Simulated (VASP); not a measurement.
Write the native input for VASP 6.6.1 that does the following.

| Quantity | Value |
| --- | --- |
| Task | single point |
| Functional | PBE |
| Potentials or basis | VASP PAW PBE potentials, release 64 (Ti_sv, Mo_sv, Se) |
| Cutoff | 520 eV |
| k mesh | 12 × 12 × 4 |
| Occupations | gaussian, width 0.1 eV |
| Spin | no spin polarisation |
| Dipole correction | no |
| Further INCAR settings | ALGO = Normal; EDIFF = 1e-06; NBANDS = 34 |

The structure of TiMoSe4 lies in POSCAR:

```
TiMoSe4
1.0
    3.4074630821      0.0000000000      0.0000000000
   -1.7037315411      2.9509495916      0.0000000000
    0.0000000000      0.0000000000     14.5301691172
Ti Mo Se
1 1 4
Direct
    0.0000000000      0.0000000000      0.0010359401
    0.3333333333      0.6666666667      0.4989725241
    0.3333333333      0.6666666667      0.1115674753
    0.6666666667      0.3333333333      0.8904877853
    0.0000000000      0.0000000000      0.3861284070
    0.0000000000      0.0000000000      0.6118078683
```

These files were run (other wordings do the same):

INCAR

```
ALGO = Normal
EDIFF = 1E-6
ENCUT = 520
GGA = PE
ISIF = 2
ISMEAR = 0
LASPH = T
LCHARG = T
LELF = T
LREAL = F
LVHAR = T
LWAVE = F
NBANDS = 34
NELM = 60
PREC = Accurate
SIGMA = 0.1
```

KPOINTS

```
k-points
0
Gamma
  12 12 4
```

Potentials or basis: VASP PAW PBE potentials, release 64 (Ti_sv, Mo_sv, Se).

Command:

```bash
$ cat potpaw_PBE.64/Ti_sv/POTCAR potpaw_PBE.64/Mo_sv/POTCAR potpaw_PBE.64/Se/POTCAR > POTCAR
$ mpirun -np 1 vasp_std > vasp.out
```

It gave:

```json
{
  "Pressure": "0.2 GPa",
  "Largest force": "0.033 eV/Å",
  "Band gap on the k mesh": "zero (bands 25 and 26 overlap by 0.81 eV)"
}
```

Caveat: this functional lacks dispersion, which binds the layers, so the pressure and a relaxed spacing across them are unreliable.

Run time: 4.3 min on 1 thread of Intel(R) Xeon(R) 6975P-C (Granite Rapids), on a shared host, peak memory 0.49 GiB.
